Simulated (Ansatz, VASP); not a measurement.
# InP in VASP and in Ansatz

```
CELL_PARAMETERS angstrom
0.00000 2.93435 3.02238
2.93435 0.00000 3.02238
2.93435 2.93435 0.00000
ATOMIC_POSITIONS crystal
In 0.00000 0.00000 0.00000
P 0.25000 0.25000 0.25000
```

Change from the starting cell: z stretched by +3 %, ions relaxed.

Alike in both runs: functional PBE; k mesh 13 × 13 × 13; occupations fermi-dirac, width 0.02 eV; no spin polarisation.

Ansatz relaxed the structure, and its values are those at the end. VASP's run is a single point on that final structure, the one shown.

```csv
,VASP,Ansatz
version,VASP 6.6.1,Ansatz 0.2.0
potentials or method,"VASP PAW PBE potentials, release 64 (In_d, P)","plane-wave PAW, scalar-relativistic"
plane-wave cutoff (eV),520,420
valence electrons in the cell,18,18
```

```tsv
	VASP	Ansatz	Ansatz less VASP
pressure (GPa)	1.0	1.0	+0.05
```

Ansatz's warnings: stress scf threshold loose.
